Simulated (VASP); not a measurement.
A run of VASP 6.6.1 is set up as follows.

File INCAR:

```
  PREC = Accurate
  ENCUT = 520
  EDIFF = 1E-6
  ISMEAR = 0
  SIGMA = 0.1
  LREAL = False
  LASPH = True
  NELM = 60
  ALGO = Normal
  ISIF = 2
  LWAVE = False
  LCHARG = False
  GGA = PE
  NBANDS = 12
```

Contents of KPOINTS:

```
regular mesh
0
Gamma
  16 16 16
```

The input POSCAR:

```
NaAl
1.0
    0.0000000000      3.0726628539      3.0726628539
    3.0726628539      0.0000000000      3.0726628539
    3.0726628539      3.0726628539      0.0000000000
Na Al
1 1
Direct
    0.0000000000      0.0000000000      0.0000000000
    0.5000000000      0.5000000000      0.5000000000
```

Potentials or basis: VASP PAW PBE potentials, release 64 (Na_pv, Al).

Run with:

```console
$ cat potpaw_PBE.64/Na_pv/POTCAR potpaw_PBE.64/Al/POTCAR > POTCAR
$ mpirun -np 1 vasp_std > vasp.out
```

(1) Predict the band gap on the k mesh.

(2) Estimate the pressure.

Answers

(1) zero (band 5 reaches 5.21 eV, above the bottom of band 6 at 1.01 eV).

(2) -0.1 GPa.
